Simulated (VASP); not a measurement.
# ZnS (rock salt): single point with PBEsol

The system is ZnS (rock salt).

```xyz
2
Lattice="0.0000 2.4784 2.4784 2.4784 0.0000 2.4784 2.4784 2.4784 0.0000" Properties=species:S:1:pos:R:3 pbc="T T T"
Zn    0.0000    0.0000    0.0000
S     2.4784    2.4784    2.4784
```

This cell differs from its parent crystal: volume scaled by 0.94.

```yaml
Program: VASP 6.6.1
Task: single point
Functional: PBEsol
Potentials_or_basis: VASP PAW PBE potentials, release 64 (Zn, S)
Cutoff: 520 eV
k_mesh: 14 × 14 × 14
Occupations: gaussian, width 0.05 eV
Spin: no spin polarisation
```

The pressure is 4.3 GPa. The band gap on the k mesh is zero (band 9 reaches 4.69 eV, above the bottom of band 10 at 4.27 eV).

Levels at points of the mesh, in eV from the Fermi level:
| k point | band 6 | band 7 | band 8 | band 9 | band 10 | band 11 | band 12 | band 13 |
| --- | --- | --- | --- | --- | --- | --- | --- | --- |
| (0.00, 0.00, 0.00) | -6.50 | -0.71 | -0.71 | -0.71 | 2.32 | 8.93 | 8.93 | 8.93 |
| (0.50, 0.00, 0.00) | -6.30 | -5.61 | -0.09 | -0.09 | 3.71 | 5.38 | 5.38 | 8.09 |
| (0.50, 0.50, 0.00) | -5.91 | -5.71 | -2.89 | -2.89 | -0.41 | 5.07 | 12.44 | 12.95 |

It took 65 s on 1 thread of Intel(R) Xeon(R) Platinum 8375C CPU @ 2.90GHz (Ice Lake), with other jobs on the host, peak memory 0.19 GiB.

Caveat: the PAW data sets were made with another functional, which shifts forces and pressure a little.
